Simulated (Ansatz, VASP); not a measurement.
# Two plane-wave programs on NiO2

POSCAR

```
NiO2
1.0
    2.7987818650      0.0000000000      0.0000000000
   -1.3993909325      2.4238161948      0.0000000000
    0.0000000000      0.0000000000      4.6182730000
Ni O
1 2
Direct
    0.0000000000      0.0000000000      0.5000000000
    0.6666666700      0.3333333300      0.7060390000
    0.3333333300      0.6666666700      0.2939610000
```

File INCAR.step1:

```
SYSTEM = NiO2
PREC     = Accurate       ! precision mode
ENCUT    = 600            ! plane-wave cutoff, eV
ISMEAR   = 0              ! smearing method
SIGMA    = 0.02           ! smearing width, eV
LREAL    = .False.        ! projectors in reciprocal space
LASPH    = .True.         ! aspherical terms in the spheres
NELM     = 100            ! most SCF steps
GGA      = PE             ! functional
ALGO     = Normal         ! electronic algorithm
EDIFF    = 1E-4           ! SCF threshold, eV
LWAVE    = .True.         ! write WAVECAR
LCHARG   = .False.        ! write CHGCAR
```

Contents of INCAR.step2:

```
SYSTEM = NiO2
PREC     = Accurate       ! precision mode
ENCUT    = 600            ! plane-wave cutoff, eV
EDIFF    = 1E-6           ! SCF threshold, eV
ISMEAR   = 0              ! smearing method
SIGMA    = 0.02           ! smearing width, eV
LREAL    = .False.        ! projectors in reciprocal space
LASPH    = .True.         ! aspherical terms in the spheres
NELM     = 100            ! most SCF steps
ALGO     = Normal         ! electronic algorithm
ISIF     = 3              ! what is computed and relaxed
LWAVE    = .False.        ! write WAVECAR
LCHARG   = .False.        ! write CHGCAR
METAGGA  = R2SCAN         ! meta-GGA
LMIXTAU  = .True.       
IBRION   = 2              ! ionic algorithm
NSW      = 100            ! ionic steps
EDIFFG   = -0.005         ! ionic threshold
ISTART   = 1
```

File KPOINTS:

```
regular mesh
0
Gamma
  12 12 6
  0 0 0
```

Input for Ansatz:

```yaml
crystal:
  lattice:
    - [2.798781865, 0.0, 0.0]
    - [-1.3993909325, 2.4238161948, 0.0]
    - [0.0, 0.0, 4.618273]
  atoms:
    - { symbol: Ni, position: [0.0, 0.0, 0.5] }
    - { symbol: O, position: [0.66666667, 0.33333333, 0.706039] }
    - { symbol: O, position: [0.33333333, 0.66666667, 0.293961] }
basis:
  ecutwfc: 500
kpoints:
  mp_grid: { grid: [12, 12, 6] }
hamiltonian:
  xc: r2scan
scf:
  occupations: { method: gaussian, width: 0.02 }
output:
  forces: true
  stress: true
  eigenvalues: true
  write_density: true
  write_potential: true
  elf: true
  volumetric_format: npy
relax:
  adjacent_minimum: "off"
  f_tol: 0.005
  max_steps: 80
  cell: { stress_tol: 0.05 }
```

Alike in both runs: task relaxation of cell and atoms; functional r2SCAN; k mesh 12 × 12 × 6; occupations gaussian, width 0.02 eV; no spin polarisation.

|  | VASP | Ansatz |
| --- | --- | --- |
| version | VASP 6.6.1 | Ansatz 0.2.0 |
| potentials or method | VASP PAW PBE potentials, release 64 (Ni, O), cutoff 600 eV | scalar-relativistic, plane waves, PAW |
| valence electrons in the cell | 22 | 30 |

Ansatz gave:

```
gap on the k mesh at the Fermi level, each at its own relaxed structure (eV) : 1.47
relaxed volume (Å³/atom)                                                     : 10.25
relaxed cell length with the largest relative difference (Å)                 : 4.607
```

Question: What did VASP give for the same quantities?

Answer: gap on the k mesh at the Fermi level, each at its own relaxed structure (eV): 1.34; relaxed volume (Å³/atom): 10.05; relaxed cell length with the largest relative difference (Å): 4.500.

VASP's potentials were made for PBE, not for r2SCAN. VASP's potentials hold 22 valence electrons a cell and Ansatz's 30, so a difference there can come from the potentials and not from the codes.
